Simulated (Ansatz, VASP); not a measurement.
## One calculation of C, two programs

The input POSCAR:

```
C
1.0
    0.0000000000      1.7858130186      1.7858130186
    1.7858130186      0.0000000000      1.7858130186
    1.7858130186      1.7858130186      0.0000000000
C
2
Direct
    0.0000000000      0.0000000000      0.0000000000
    0.2500000000      0.2500000000      0.2500000000
```

File INCAR.step1:

```
SYSTEM = C
ALGO = Normal ; EDIFF = 1E-5
ENCUT = 660 ; GGA = PE
GGA_COMPAT = .FALSE. ; ISMEAR = 0
LASPH = .TRUE. ; LCHARG = .FALSE.
LREAL = .FALSE. ; LWAVE = .TRUE.
NBANDS = 11 ; NELM = 120
PREC = Accurate ; SIGMA = 0.02
```

Contents of INCAR.step2:

```
SYSTEM = C
ALGO = Normal ; EDIFF = 1E-6
ENCUT = 660 ; GGA_COMPAT = .FALSE.
ISIF = 2 ; ISMEAR = 0
ISTART = 1 ; LASPH = .TRUE.
LCHARG = .FALSE. ; LMIXTAU = .TRUE.
LREAL = .FALSE. ; LWAVE = .FALSE.
METAGGA = R2SCAN ; NBANDS = 11
NELM = 120 ; PREC = Accurate
SIGMA = 0.02
```

Contents of KPOINTS:

```
k-points
0
G
  12 12 12
  0 0 0
```

Input for Ansatz:

```yaml
crystal:
  lattice:
    - [0.0, 1.7858130186, 1.7858130186]
    - [1.7858130186, 0.0, 1.7858130186]
    - [1.7858130186, 1.7858130186, 0.0]
  atoms:
    - { symbol: C, position: [0.0, 0.0, 0.0] }
    - { symbol: C, position: [0.25, 0.25, 0.25] }
basis:
  ecutwfc: 500
kpoints:
  mp_grid: { grid: [12, 12, 12] }
  band_path:
    path:
      - [[0.0, 0.0, 0.0], [0.5, 0.0, 0.5], [0.625, 0.25, 0.625]]
      - [[0.375, 0.375, 0.75], [0.0, 0.0, 0.0], [0.5, 0.5, 0.5], [0.5, 0.25, 0.75], [0.5, 0.0, 0.5]]
    npoints: 10
hamiltonian:
  xc: r2scan
  pseudopotentials: { kind: paw, azcp: { folder: soft_1 } }
scf:
  occupations: { method: gaussian, width: 0.02 }
  n_extra_bands: 7
output:
  forces: true
  stress: true
  eigenvalues: true
```

Alike in both runs: task single point; functional r2SCAN; k mesh 12 × 12 × 12; occupations gaussian, width 0.02 eV; no spin polarisation.

```csv
,VASP,Ansatz
version,VASP 6.6.1,Ansatz 0.2.0
potentials or method,"VASP PAW PBE potentials, release 64 (C), cutoff 660 eV","scalar-relativistic, plane waves, PAW"
valence electrons in the cell,8,8
```

```tsv
	VASP	Ansatz	Ansatz less VASP
gap on the k mesh at the Fermi level (eV)	4.33	4.36	+0.027
least direct gap on the mesh (eV)	5.82	5.87	+0.042
pressure (GPa)	-4.1	-4.2	-0.11
```

VASP's potentials were made for PBE, not for r2SCAN. With one functional, cell and mesh, what is left measures potentials, basis and numerics.
